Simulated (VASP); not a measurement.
Set up this calculation in VASP 6.6.1, as the native input.

| Item | Value |
| --- | --- |
| Task | single point |
| Functional | r2SCAN |
| Potentials or basis | VASP PAW PBE potentials, release 64 (Hf_pv, N) |
| Cutoff | 520 eV |
| k mesh | 9 × 9 × 9 |
| Occupations | fermi-dirac, width 0.05 eV |
| Spin | no spin polarisation |
| Hubbard terms | Hf d U = 5.0 eV |
| Dipole correction | no |
| Further INCAR settings | ALGO = Normal; EDIFF = 1e-07; NBANDS = 14 |

The system is HfN.

```xyz
2
Lattice="2.8250 0.0000 0.0000 0.0000 2.8250 0.0000 0.0000 0.0000 2.8250" Properties=species:S:1:pos:R:3 pbc="T T T"
Hf    1.4125    1.4125    1.4125
N     0.0000    0.0000    0.0000
```

These files were run (other wordings do the same):

POSCAR

```
HfN
1.0
    2.8250300000      0.0000000000      0.0000000000
    0.0000000000      2.8250300000      0.0000000000
    0.0000000000      0.0000000000      2.8250300000
Hf N
1 1
Direct
    0.5000000000      0.5000000000      0.5000000000
    0.0000000000      0.0000000000      0.0000000000
```

INCAR.step1

```
SYSTEM = HfN
  PREC = Accurate
  ENCUT = 520
  ISMEAR = -1
  SIGMA = 0.05
  LREAL = .FALSE.
  LASPH = .TRUE.
  NELM = 150
  LMAXMIX = 4
  LDAU = .TRUE.
  LDAUTYPE = 2
  LDAUL = 2 -1
  LDAUU = 5 0
  LDAUJ = 0 0
  NBANDS = 14
  GGA = PE
  ALGO = Normal
  EDIFF = 1E-4
  LWAVE = .TRUE.
  LCHARG = .FALSE.
```

INCAR.step2

```
SYSTEM = HfN
  PREC = Accurate
  ENCUT = 520
  EDIFF = 1E-7
  ISMEAR = -1
  SIGMA = 0.05
  LREAL = .FALSE.
  LASPH = .TRUE.
  NELM = 150
  ALGO = Normal
  ISIF = 2
  LWAVE = .FALSE.
  LCHARG = .FALSE.
  LMAXMIX = 4
  LDAU = .TRUE.
  LDAUTYPE = 2
  LDAUL = 2 -1
  LDAUU = 5 0
  LDAUJ = 0 0
  LDAUPRINT = 1
  METAGGA = R2SCAN
  LMIXTAU = .TRUE.
  NBANDS = 14
  ISTART = 1
```

KPOINTS

```
regular mesh
0
G
  9 9 9
  0 0 0
```

Potentials or basis: VASP PAW PBE potentials, release 64 (Hf_pv, N).

Command:

```console
$ cat potpaw_PBE.64/Hf_pv/POTCAR potpaw_PBE.64/N/POTCAR > POTCAR
$ cp INCAR.step1 INCAR
$ mpirun -np 1 vasp_std > vasp.out
$ cp INCAR.step2 INCAR
$ mpirun -np 1 vasp_std > vasp.out
```

Results of the run:

- Pressure: 11.7 GPa

Caveat: the PAW data sets were made with another functional, which shifts forces and pressure a little; U without spin polarisation on a metal has little footing.

Wall time 32 s on 1 thread of AMD EPYC 9R45 96-Core Processor (Zen 5) (shared host), peak memory 0.12 GiB.
